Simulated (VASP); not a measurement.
# Ta (Cmcm) in VASP: single point with PBE

Aim: the single point of Ta with PBE.

Everything below comes from runs of VASP 6.6.1. Logs are shortened: lines on timing, memory, paths and dates and some standing lists are left out, and cuts for length are marked.

## (1) The cell of the first run

It takes space group Cmcm (No. 63, orthorhombic). The conventional cell has a = 3.319 Å, b = 4.693 Å, c = 4.693 Å, α = 90.00°, β = 90.00°, γ = 90.00°. Ta (site symmetry m2m) has 14 Ta at 2.87 to 3.35 Å within 3.8 Å.

## (2) Single point, PBE (atoms displaced along a vibrational mode)

INCAR

```
PREC = Accurate ; ENCUT = 520
EDIFF = 1E-7 ; ISMEAR = 0
SIGMA = 0.15 ; LREAL = F
LASPH = T ; NELM = 100
ALGO = Fast ; ISIF = 2
LWAVE = F ; LCHARG = F
GGA = PE ; NBANDS = 18
```

KPOINTS

```
Automatic mesh
0
Gamma
  22 22 14
```

POSCAR

```
Ta
1.0
   -1.6593948201      1.6593948201      1.6593948201
    1.6593948201     -1.6593948201      1.6593948201
    3.3187896402      3.3187896402      0.0000000000
Ta
2
Direct
   -0.0053265411      0.0053265411      0.0000000000
    0.5053265411      0.4946734589      0.5000000000
```

Potentials or basis: VASP PAW PBE potentials, release 64 (Ta_pv).

Launch:

```sh
> cat potpaw_PBE.64/Ta_pv/POTCAR > POTCAR
> mpirun -np 1 vasp_std > vasp.out
```

OUTCAR:

```text
PREC = Accurate
   ENCUT = 520
   EDIFF = 1E-7
   ISMEAR = 0
   LREAL = F
   LASPH = T
   NELM = 100
   ISIF = 2
   GGA = PE

 ion  position               nearest neighbor table
   1  0.995  0.005  0.000-   2 2.87   2 2.87   2 2.87   2 2.87   2 3.28   2 3.28   2 3.35   2 3.35

   2  0.505  0.495  0.500-   1 2.87   1 2.87   1 2.87   1 2.87   1 3.28   1 3.28   1 3.35   1 3.35

  LATTYP: Found a base centered orthorhombic cell.
 ALAT       =     3.3187896402
 B/A-ratio  =     1.4142135624
 C/A-ratio  =     1.4142135624

  Lattice vectors:

 A1 = (  -1.6593948201,   1.6593948201,   1.6593948201)
 A2 = (   1.6593948201,  -1.6593948201,   1.6593948201)
 A3 = (   3.3187896402,   3.3187896402,   0.0000000000)

Analysis of symmetry for initial positions (statically):
=====================================================================
 Subroutine PRICEL returns:
 Original cell was already a primitive cell.

 Routine SETGRP: Setting up the symmetry group for a
 base centered orthorhombic supercell.

 Subroutine GETGRP returns: Found  8 space group operations
 (whereof  4 operations were pure point group operations)
 out of a pool of  8 trial point group operations.

The static configuration has the point symmetry C_2v.
 The point group associated with its full space group is D_2h.

Analysis of symmetry for dynamics (positions and initial velocities):
=====================================================================
 Subroutine PRICEL returns:
 Original cell was already a primitive cell.

 Routine SETGRP: Setting up the symmetry group for a
 base centered orthorhombic supercell.

 Subroutine GETGRP returns: Found  8 space group operations
 (whereof  4 operations were pure point group operations)
 out of a pool of  8 trial point group operations.

The dynamic configuration has the point symmetry C_2v.
 The point group associated with its full space group is D_2h.

 Subroutine INISYM returns: Found  8 space group operations
 (whereof  4 operations are pure point group operations),
 and found     1 'primitive' translations

----------------------------------------------------------------------------------------

                                     Primitive cell

  volume of cell :      36.5544

  direct lattice vectors                    reciprocal lattice vectors
    -1.659394820  1.659394820  1.659394820    -0.150657334  0.150657334  0.301314668
     1.659394820 -1.659394820  1.659394820     0.150657334 -0.150657334  0.301314668
     3.318789640  3.318789640  0.000000000     0.150657334  0.150657334  0.000000000

  length of vectors
     2.874156138  2.874156138  4.693477320     0.369033595  0.369033595  0.213061645

  position of ions in fractional coordinates (direct lattice)
     0.994673459  0.005326541  0.000000000
     0.505326541  0.494673459  0.500000000

  ion indices of the primitive-cell ions
   primitive index   ion index
                 1           1
                 2           2

----------------------------------------------------------------------------------------

 KPOINTS: Automatic mesh

Automatic generation of k-mesh.
 Grid dimensions read from file:
 generate k-points for:   22   22   14

 Generating k-lattice:

  Cartesian coordinates                     Fractional coordinates (reciprocal lattice)
    -0.006848061  0.006848061  0.013696121     0.045454545  0.000000000  0.000000000
     0.006848061 -0.006848061  0.013696121     0.000000000  0.045454545  0.000000000
     0.010761238  0.010761238  0.000000000     0.000000000  0.000000000  0.071428571

  Length of vectors
     0.016774254  0.016774254  0.015218689

  Shift w.r.t. Gamma in fractional coordinates (k-lattice)
     0.000000000  0.000000000  0.000000000

 Subroutine IBZKPT returns following result:
 ===========================================

 Found   1064 irreducible k-points:

 Following reciprocal coordinates:
            Coordinates               Weight
  0.000000  0.000000  0.000000      1.000000
  0.045455  0.000000  0.000000      4.000000
  0.090909  0.000000  0.000000      4.000000
  0.136364  0.000000  0.000000      4.000000
  0.181818  0.000000  0.000000      4.000000
  0.227273  0.000000  0.000000      4.000000
[... 16 lines left out ...]
  0.500000  0.045455  0.000000      4.000000
 -0.454545  0.045455  0.000000      4.000000
 [... further k-points ...]
   k-points           NKPTS =   1064   k-points in BZ     NKDIM =   1064   number of bands    NBANDS=     18
   number of dos      NEDOS =    301   number of ions     NIONS =      2
   total plane-waves  NPLWV =  20736
   dimension x,y,z NGX =    24 NGY =   24 NGZ =   36
   dimension x,y,z NGXF=    48 NGYF=   48 NGZF=   72
   ions per type =               2
   NGX,Y,Z   is equivalent  to a cutoff of  13.88, 13.88, 12.75 a.u.
   NGXF,Y,Z  is equivalent  to a cutoff of  27.76, 27.76, 25.50 a.u.
 SYSTEM =  unknown system
   PREC   = accura    normal or accurate (medium, high low for compatibility)
   ISTART =      0    job   : 0-new  1-cont  2-samecut
   ICHARG =      2    charge: 1-file 2-atom 10-const
   ISPIN  =      1    spin polarized calculation?
   LNONCOLLINEAR =      F non collinear calculations
   LSORBIT =      F    spin-orbit coupling
   LASPH  =      T    aspherical Exc in radial PAW
   ENCUT  =  520.0 eV  38.22 Ry    6.18 a.u.   5.34  5.34  8.73*2*pi/ulx,y,z
   NELM   =    100;   NELMIN=  2; NELMDL= -5     # of ELM steps
   EDIFF  = 0.1E-06   stopping-criterion for ELM
   LREAL  =      F    real-space projection
   EDIFFG = 0.1E-05   stopping-criterion for IOM
   NSW    =      0    number of steps for IOM
   IBRION =     -1    ionic relax: 0-MD 1-quasi-New 2-CG
   NFREE  =      0    steps in history (QN), initial steepest desc. (CG)
   ISIF   =      2    stress and relaxation
   ISYM   =      2    0-nonsym 1-usesym 2-fastsym
   POTIM  = 0.5000    time-step for ionic-motion
   TEBEG  =    0.0;   TEEND  =   0.0 temperature during run
   PSTRESS=    0.0 pullay stress
   NELECT =      22.0000    total number of electrons
   NUPDOWN=      -1.0000    fix difference up-down
   EMIN   =  10.00;   EMAX   =-10.00  energy-range for DOS
   EFERMI =   0.00;   METHOD = LEGACY
   ISMEAR =     0;   SIGMA  =   0.15  broadening in eV -4-tet -1-fermi 0-gaus
   EFERMI_NEDOS =   21; number of points for ismear=-14 and -15
   IALGO  =     68    algorithm
   IMIX   =      4    mixing-type and parameters
     AMIX     =   0.40;   BMIX     =  1.00
     AMIX_MAG =   1.60;   BMIX_MAG =  1.00
  volume/ion in A,a.u.               =      18.28       123.34
  Fermi-wavevector in a.u.,A,eV,Ry     =   1.382195  2.611970 25.993429  1.910463
  Thomas-Fermi vector in A             =   2.506909
   LORBIT       =      0    0 simple, 1 ext, 2 COOP (PROOUT), +10 PAW based schemes
   GGA     = PE    functional components
   LHFCALC =     F    Hartree Fock is set to
   AEXX    =    0.0000 exact exchange contribution
   IVDW    =     0    specifies the selected vdW correction
   LEPSILON=     F    determine dielectric tensor
   LRPA    =     F    only Hartree local field effects (RPA)
 non-spin polarized calculation
 RMM-DIIS sequential band-by-band and
 Gauss-broadening in eV      SIGMA  =   0.15
  energy-cutoff  :      520.00
  volume of cell :       36.55
 maximum number of plane-waves:      1027
 NGX is ok and might be reduce to    24
   NGX = 11   NGY = 11   NGZ = 17

 number of electron      22.0000001 magnetization

 Free energy of the ion-electron system (eV)
  ---------------------------------------------------
  ext. energy  EPLUGINS =         0.00000000
  ---------------------------------------------------
  free energy    TOTEN  =       -23.63675774 eV

  energy without entropy =      -23.60647037  energy(sigma->0) =      -23.62161405

 E-fermi :   5.3703     XC(G=0): -12.5437

 val. band max:        5.3695276396   @ k =   0.3636   0.0455   0.2857
 cond. band min:       5.3708116301   @ k =  -0.4091   0.1818   0.2143
 fundamental gap:      0.0012839904
 Fermi energy:         5.3702786182

 k-point     1 :       0.0000    0.0000    0.0000
  band No.  band energies     occupation
      1     -28.8808      2.00000
      2     -28.1255      2.00000
      3     -27.7704      2.00000
      4     -27.7637      2.00000
      5     -27.7631      2.00000
      6     -27.7628      2.00000
[... 10 lines left out ...]
     17      10.2125      0.00000
     18      13.0042      0.00000

 k-point     2 :       0.0455    0.0000    0.0000
  band No.  band energies     occupation
      1     -28.8735      2.00000
      2     -28.1321      2.00000
      3     -27.7822      2.00000
      4     -27.7802      2.00000
      5     -27.7669      2.00000
      6     -27.7646      2.00000
[... 10 lines left out ...]
     17      10.2798      0.00000
     18      13.0845      0.00000

 k-point     3 :       0.0909    0.0000    0.0000
  band No.  band energies     occupation
      1     -28.8520      2.00000
      2     -28.1533      2.00000
      3     -27.8371      2.00000
      4     -27.8059      2.00000
      5     -27.7786      2.00000
      6     -27.7691      2.00000
[... 10 lines left out ...]
     17      10.4126      0.00000
     18      13.3410      0.00000

 k-point     4 :       0.1364    0.0000    0.0000
  band No.  band energies     occupation
      1     -28.8168      2.00000
      2     -28.1931      2.00000
      3     -27.9229      2.00000
      4     -27.8388      2.00000
      5     -27.7981      2.00000
      6     -27.7764      2.00000
[... 375 lines left out ...]
      4     -28.2093      2.00000
      5     -27.9153      2.00000
      6     -27.8814      2.00000
[... 10 lines left out ...]
     17      12.4736      0.00000
     18      14.4597      0.00000

 k-point    23 :       0.5000    0.0455    0.0000
  band No.  band energies     occupation
      1     -28.6868      2.00000
      2     -28.6700      2.00000
      3     -28.2913      2.00000
      4     -28.1796      2.00000
      5     -27.9065      2.00000
      6     -27.8839      2.00000
[... 10 lines left out ...]
     17      13.4463      0.00000
     18      13.5936      0.00000

 k-point    24 :      -0.4545    0.0455    0.0000
  band No.  band energies     occupation
      1     -28.6791      2.00000
      2     -28.6409      2.00000
      3     -28.3716      2.00000
      4     -28.1032      2.00000
      5     -27.9059      2.00000
      6     -27.8747      2.00000
[... 10 lines left out ...]
     17      12.4059      0.00000
     18      14.6968      0.00000

 [... further k-points ...]

------------------------ aborting loop because EDIFF is reached ----------------------------------------

  FORCE on cell =-STRESS in cart. coord.  units (eV):
  Direction    XX          YY          ZZ          XY          YZ          ZX
  --------------------------------------------------------------------------------------
  -------------------------------------------------------------------------------------
  Total        0.0683173      0.0683173      0.0785061     -0.0091451      0.0000000     -0.0000000
  in kB        2.9943485      2.9943485      3.4409214     -0.4008317      0.0000000     -0.0000000
  external PRESSURE =       3.1432062 kB  Pullay stress =       0.0000000 kB

 VOLUME and BASIS-vectors are now :
 -----------------------------------------------------------------------------
  energy-cutoff  :      520.00
  volume of cell :       36.55
      direct lattice vectors                 reciprocal lattice vectors
    -1.659394820  1.659394820  1.659394820    -0.150657334  0.150657334  0.301314668
     1.659394820 -1.659394820  1.659394820     0.150657334 -0.150657334  0.301314668
     3.318789640  3.318789640  0.000000000     0.150657334  0.150657334  0.000000000

 POSITION                                       TOTAL-FORCE (eV/Angst)
 -----------------------------------------------------------------------------------
     -1.64172      1.64172      1.65939        -0.092144      0.092144      0.000000
      1.64172      1.67707      1.65939         0.092144     -0.092144      0.000000
 -----------------------------------------------------------------------------------
    total drift:                                0.000000     -0.000000     -0.000000

  FREE ENERGIE OF THE ION-ELECTRON SYSTEM (eV)
  ---------------------------------------------------
  free  energy   TOTEN  =       -23.6367577411 eV

  energy  without entropy=      -23.6064703669  energy(sigma->0) =      -23.62161405
```

It took 5.2 min on 1 thread of Intel Xeon 6975P-C (Granite Rapids), shared host; peak memory 0.64 GiB.

Results:

| Quantity | Value |
| --- | --- |
| Free energy | -23.6368 eV |
| Pressure | 0.3 GPa |
| Largest force | 0.130 eV/Å |
| Band gap on the k mesh | zero (bands 11 and 12 overlap by 2.92 eV) |

Forces in eV/Å, atoms in the order of the input:
```
Ta  -0.092  0.092  0.000
Ta   0.092 -0.092  0.000
```

Caveat: the cell differs from its parent crystal (atoms displaced along a vibrational mode); spin-orbit coupling is left out, which moves the levels of the heavy elements.
